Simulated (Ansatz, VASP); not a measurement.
## One calculation of Mg3BeS, two programs

```xyz
5
Lattice="4.1792 0.0000 0.0000 0.0000 4.1792 0.0000 0.0000 0.0000 8.4746" Properties=species:S:1:pos:R:3 pbc="T T T"
Mg    2.0896    0.0000    7.5598
Mg    0.0000    2.0896    7.5598
Mg    2.0896    2.0896    5.1984
Be    2.0896    2.0896    2.7298
S     2.0896    2.0896    0.7847
```

Alike in both runs: task relaxation of cell and atoms; functional PBE; k mesh 10 × 10 × 6; occupations gaussian, width 0.1 eV; no spin polarisation.

```csv
,VASP,Ansatz
version,VASP 6.6.1,Ansatz 0.2.0
potentials or method,"VASP PAW PBE potentials, release 64 (Mg, Be, S), cutoff 600 eV","scalar-relativistic, plane waves, PAW"
valence electrons in the cell,14,38
```

|  | VASP | Ansatz | Ansatz less VASP |
| --- | --- | --- | --- |
| gap on the k mesh at the Fermi level, each at its own relaxed structure (eV) | none | none | - |
| relaxed volume (Å³/atom) | 29.67 | 29.76 | +0.093 |
| relaxed cell length with the largest relative difference (Å) | 4.184 | 4.191 | +0.0070 |

A gap of «none» marks a metal or a gap that the smearing closes. VASP's potentials hold 14 valence electrons a cell and Ansatz's 38, so a difference there can come from the potentials and not from the codes.
